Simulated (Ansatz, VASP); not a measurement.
One calculation of Ge4P, two programs

```xyz
5
Lattice="0.0000 3.8479 3.8479 3.8479 0.0000 3.8479 3.8479 3.8479 0.0000" Properties=species:S:1:pos:R:3 pbc="T T T"
Ge    2.8842    0.9637    2.8842
Ge    0.9637    0.9637    0.9637
Ge    0.9637    2.8842    2.8842
Ge    2.8842    2.8842    0.9637
P     5.7718    5.7718    5.7718
```

Alike in both runs: functional PBE; k mesh 8 × 8 × 8; occupations gaussian, width 0.1 eV; no spin polarisation.

Ansatz relaxed the structure, and its values are those at the end. VASP's run is a single point on that final structure, the one shown.

```csv
,VASP,Ansatz
version,VASP 6.6.1,Ansatz 0.2.0
potentials or method,"VASP PAW PBE potentials, release 64 (Ge_d, P), cutoff 520 eV","scalar-relativistic, plane waves, PAW"
valence electrons in the cell,61,61
```

|  | VASP | Ansatz | Ansatz less VASP |
| --- | --- | --- | --- |
| gap on the k mesh at the Fermi level (eV) | none | none | - |
| pressure (GPa) | 0.0 | 0.0 | -0.03 |

A gap of «none» marks a metal or a gap that the smearing closes.
